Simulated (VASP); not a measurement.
PtS2: single point with PBEsol

The system is PtS2.

```
Pt S
1.0
     3.55562    0.00000    0.00000
    -1.77781    3.07926    0.00000
     0.00000    0.00000    4.36812
Pt S
1 2
Direct
  0.00000 0.00000 0.00000
  0.66667 0.33333 0.72800
  0.33333 0.66667 0.27200
```

```
Program                : VASP 6.6.1
Task                   : single point
Functional             : PBEsol
Potentials or basis    : VASP PAW PBE potentials, release 64 (Pt, S)
Cutoff                 : 520 eV
k mesh                 : 9 × 9 × 5
Occupations            : fermi-dirac, width 0.05 eV
Spin                   : no spin polarisation
Dipole correction      : no
Further INCAR settings : ALGO = Normal; EDIFF = 1e-06; NBANDS = 18
```

```yaml
Pressure: 4.8 GPa
Largest_force: 0.026 eV/Å
Band_gap_on_the_k_mesh: zero (band 11 reaches 9.45 eV, above the bottom of band 12 at 9.08 eV)
```

Forces on the atoms (eV/Å):
```
Pt   0.000  0.000  0.000
S    0.000  0.000  0.026
S    0.000  0.000 -0.026
```

Stress tensor (GPa, compression positive):
```
4.68 0.00 0.00
0.00 4.68 0.00
0.00 0.00 4.89
```

Levels at points of the mesh, in eV from the Fermi level:
```
           k point  band 8  band 9  band 10  band 11  band 12  band 13  band 14  band 15
(0.00, 0.00, 0.00)   -2.51   -1.61    -1.61     0.44     0.83     0.83     2.98     5.28
```

Wall time 16 s on 1 thread of Intel(R) Xeon(R) 6975P-C (Granite Rapids), on a shared host, peak memory 0.18 GiB.

Caveat: the PAW data sets were made with another functional, which shifts forces and pressure a little; spin-orbit coupling is left out, which moves the levels of the heavy elements.
